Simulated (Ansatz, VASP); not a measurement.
# One calculation of SnO, two programs

```
Sn O
1.0
     3.23170    0.00000    0.00000
     0.00000    4.37230    0.00000
     0.00000    0.00000    4.83600
Sn O
2 2
Direct
  0.00000 0.50000 0.23850
  0.50000 0.00000 0.76150
  0.00000 0.00000 0.00000
  0.50000 0.50000 0.00000
```

Change from the starting cell: strain -0.1500 x Voigt [1, -1, 0, 0, 0, 0], atoms carried along.

Alike in both runs: task single point; functional PBE; k mesh 12 × 12 × 10; occupations gaussian, width 0.15 eV; no spin polarisation.

|  | VASP | Ansatz |
| --- | --- | --- |
| version | VASP 6.6.1 | Ansatz 0.2.0 |
| potentials or method | VASP PAW PBE potentials, release 64 (Sn_d, O), cutoff 520 eV | scalar-relativistic, plane waves, PAW |
| valence electrons in the cell | 40 | 40 |

Ansatz gave:

* gap on the k mesh at the Fermi level (eV): none
* pressure (GPa): 15.7
* traceless stress, the component that is largest in VASP (GPa): 15.64
* rms of the force components (eV/Å): 1.542

What did VASP give for the same quantities?

gap on the k mesh at the Fermi level (eV): none; pressure (GPa): 16.0; traceless stress, the component that is largest in VASP (GPa): 15.97; rms of the force components (eV/Å): 1.595.

Atom by atom the forces differ by 0.054 eV/Å (rms over components). A gap of «none» marks a metal or a gap that the smearing closes.
